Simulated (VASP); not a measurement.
# NaPd (Cmcm) in VASP: notebook, part 2 of 2

VASP 6.6.1. The steps go on from the part before.

**4. Single point, PBE**

This run uses another cell than the first one, of 19.44 Å³/atom.

INCAR reads:

```
SYSTEM = NaPd
ALGO = Fast
EDIFF = 1E-7
ENCUT = 520
GGA = PE
ISIF = 2
ISMEAR = 0
LASPH = .True.
LCHARG = .True.
LELF = .True.
LREAL = .False.
LVHAR = .True.
LWAVE = .False.
NBANDS = 25
NELM = 60
PREC = Accurate
SIGMA = 0.1
```

KPOINTS reads:

```
k-points
0
Gamma
  12 12 10
  0 0 0
```

POSCAR reads:

```
NaPd
1.0
    1.4498735615     -5.5725154424      0.0000000000
    1.4498735615      5.5725154424      0.0000000000
    0.0000000000      0.0000000000      4.8111881979
Na Pd
2 2
Direct
    0.8326237255      0.1673762745      0.7500000000
    0.1673762745      0.8326237255      0.2500000000
    0.5596062672      0.4403937328      0.7500000000
    0.4403937328      0.5596062672      0.2500000000
```

Potentials or basis: VASP PAW PBE potentials, release 64 (Na_pv, Pd).

On the command line:

```
$ cat potpaw_PBE.64/Na_pv/POTCAR potpaw_PBE.64/Pd/POTCAR > POTCAR
$ mpirun -np 1 vasp_std > vasp.out
```

OUTCAR:

```text
SYSTEM = NaPd
   EDIFF = 1E-7
   ENCUT = 520
   GGA = PE
   ISIF = 2
   ISMEAR = 0
   LASPH = .True.
   LREAL = .False.
   NELM = 60
   PREC = Accurate

 ion  position               nearest neighbor table
   1  0.833  0.167  0.750-   3 2.92   3 2.92   3 3.04   4 3.05   4 3.05   4 3.05   4 3.05
   2  0.167  0.833  0.250-   4 2.92   4 2.92   4 3.04   3 3.05   3 3.05   3 3.05   3 3.05
   3  0.560  0.440  0.750-   4 2.75   4 2.75   1 2.92   1 2.92   1 3.04   2 3.05   2 3.05   2 3.05
                             2 3.05
   4  0.440  0.560  0.250-   3 2.75   3 2.75   2 2.92   2 2.92   2 3.04   1 3.05   1 3.05   1 3.05
                             1 3.05

  LATTYP: Found a base centered orthorhombic cell.
 ALAT       =     2.8997471230
 B/A-ratio  =     3.8434492430
 C/A-ratio  =     1.6591750914

  Lattice vectors:

 A1 = (   1.4498735615,  -5.5725154424,   0.0000000000)
 A2 = (   1.4498735615,   5.5725154424,   0.0000000000)
 A3 = (   0.0000000000,   0.0000000000,   4.8111881979)

Analysis of symmetry for initial positions (statically):
=====================================================================
 Subroutine PRICEL returns:
 Original cell was already a primitive cell.

 Routine SETGRP: Setting up the symmetry group for a
 base centered orthorhombic supercell.

 Subroutine GETGRP returns: Found  8 space group operations
 (whereof  4 operations were pure point group operations)
 out of a pool of  8 trial point group operations.

The static configuration has the point symmetry C_2h.
 The point group associated with its full space group is D_2h.

Analysis of symmetry for dynamics (positions and initial velocities):
=====================================================================
 Subroutine PRICEL returns:
 Original cell was already a primitive cell.

 Routine SETGRP: Setting up the symmetry group for a
 base centered orthorhombic supercell.

[... 128 lines left out ...]
     AMIX     =   0.40;   BMIX     =  1.00
     AMIX_MAG =   1.60;   BMIX_MAG =  1.00
  volume/ion in A,a.u.               =      19.44       131.16
  Fermi-wavevector in a.u.,A,eV,Ry     =   1.242644  2.348256 21.009611  1.544163
  Thomas-Fermi vector in A             =   2.376989
   LORBIT       =      0    0 simple, 1 ext, 2 COOP (PROOUT), +10 PAW based schemes
   GGA     = PE    functional components
   LHFCALC =     F    Hartree Fock is set to
   AEXX    =    0.0000 exact exchange contribution
   IVDW    =     0    specifies the selected vdW correction
   LEPSILON=     F    determine dielectric tensor
   LRPA    =     F    only Hartree local field effects (RPA)
 non-spin polarized calculation
 RMM-DIIS sequential band-by-band and
 Gauss-broadening in eV      SIGMA  =   0.10
  energy-cutoff  :      520.00
  volume of cell :       77.74
 maximum number of plane-waves:      2118
 NGX is ok and might be reduce to    48
   NGX = 21   NGY = 21   NGZ = 17

 number of electron      33.9999982 magnetization

 Free energy of the ion-electron system (eV)
  ---------------------------------------------------
  ext. energy  EPLUGINS =         0.00000000
  ---------------------------------------------------
  free energy    TOTEN  =       -13.08845333 eV

  energy without entropy =      -13.07830367  energy(sigma->0) =      -13.08337850

 E-fermi :   4.0076     XC(G=0):  -9.8559

 val. band max:        4.0056748149   @ k =   0.3333   0.0833   0.0000
 cond. band min:       4.0092328365   @ k =  -0.1667   0.0833   0.3000
 fundamental gap:      0.0035580216
 Fermi energy:         4.0075547982

 k-point     1 :       0.0000    0.0000    0.0000
  band No.  band energies     occupation
      1     -19.7045      2.00000
      2     -19.6781      2.00000
      3     -19.6502      2.00000
      4     -19.6495      2.00000
      5     -19.6415      2.00000
      6     -19.6298      2.00000
[... 661 lines left out ...]
     24      12.4444      0.00000
     25      14.1329      0.00000

 [... further k-points ...]

------------------------ aborting loop because EDIFF is reached ----------------------------------------

  FORCE on cell =-STRESS in cart. coord.  units (eV):
  Direction    XX          YY          ZZ          XY          YZ          ZX
  --------------------------------------------------------------------------------------
  -------------------------------------------------------------------------------------
  Total       -0.0052678      0.0303566      0.0167043      0.0000000     -0.0000000      0.0000000
  in kB       -0.1085611      0.6256040      0.3442505      0.0000000     -0.0000000      0.0000000
  external PRESSURE =       0.2870978 kB  Pullay stress =       0.0000000 kB

 VOLUME and BASIS-vectors are now :
 -----------------------------------------------------------------------------
  energy-cutoff  :      520.00
  volume of cell :       77.74
      direct lattice vectors                 reciprocal lattice vectors
     1.449873562 -5.572515442  0.000000000     0.344857657 -0.089726086  0.000000000
     1.449873562  5.572515442  0.000000000     0.344857657  0.089726086  0.000000000
     0.000000000  0.000000000  4.811188198     0.000000000  0.000000000  0.207848864

 POSITION                                       TOTAL-FORCE (eV/Angst)
 -----------------------------------------------------------------------------------
      1.44987     -3.70710      3.60839         0.000000      0.001301      0.000000
      1.44987      3.70710      1.20280         0.000000     -0.001301     -0.000000
      1.44987     -0.66431      3.60839         0.000000      0.006039      0.000000
      1.44987      0.66431      1.20280         0.000000     -0.006039     -0.000000
 -----------------------------------------------------------------------------------
    total drift:                                0.000000      0.000000     -0.000000

  FREE ENERGIE OF THE ION-ELECTRON SYSTEM (eV)
  ---------------------------------------------------
  free  energy   TOTEN  =       -13.0884533268 eV

  energy  without entropy=      -13.0783036672  energy(sigma->0) =      -13.08337850
```

Wall time 6.4 min (1 thread of Intel Xeon 6975P-C (Granite Rapids), shared host); peak memory 0.57 GiB.

Results:

| Item | Value |
| --- | --- |
| Free energy | -13.0885 eV |
| Pressure | 0.0 GPa |
| Largest force | 0.006 eV/Å |
| Band gap on the k mesh | zero (bands 17 and 18 overlap by 3.24 eV) |

Forces on the atoms (eV/Å):
```
Na   0.000  0.001  0.000
Na   0.000 -0.001  0.000
Pd   0.000  0.006  0.000
Pd   0.000 -0.006  0.000
```

**5. Summary**

| task | cell | k mesh | cutoff (eV) | gap on the mesh (eV) | pressure (GPa) | largest force (eV/Å) |
| --- | --- | --- | --- | --- | --- | --- |
| single point | a = 5.505, b = 5.505, c = 4.390 Å, angles 90.0, 90.0, 135.5°, 4 atoms, atomic positions A | 6 × 6 × 6 | 520 | none | -0.1 | 0.05 |
| relaxation of cell and atoms | relaxed from a = 5.279, b = 5.279, c = 3.717 Å, angles 90.0, 90.0, 138.5°, 4 atoms, atomic positions B | 6 × 6 × 6 | 600 | none | 0.0 | 0.03 |
| single point | a = 5.758, b = 5.758, c = 4.811 Å, angles 90.0, 90.0, 150.8°, 4 atoms, atomic positions C | 12 × 12 × 10 | 520 | none | 0.0 | 0.01 |

Alike in all rows: level PBE; potentials or basis VASP PAW PBE potentials, release 64 (Na_pv, Pd); no spin polarisation; smearing gaussian 0.1 eV.

Caveats: a cell axis changed by over 15 % at a fixed basis, so the end point is rough (at least some runs).

Total energies depend on the potentials used, so only differences within one code and one set of settings carry meaning.
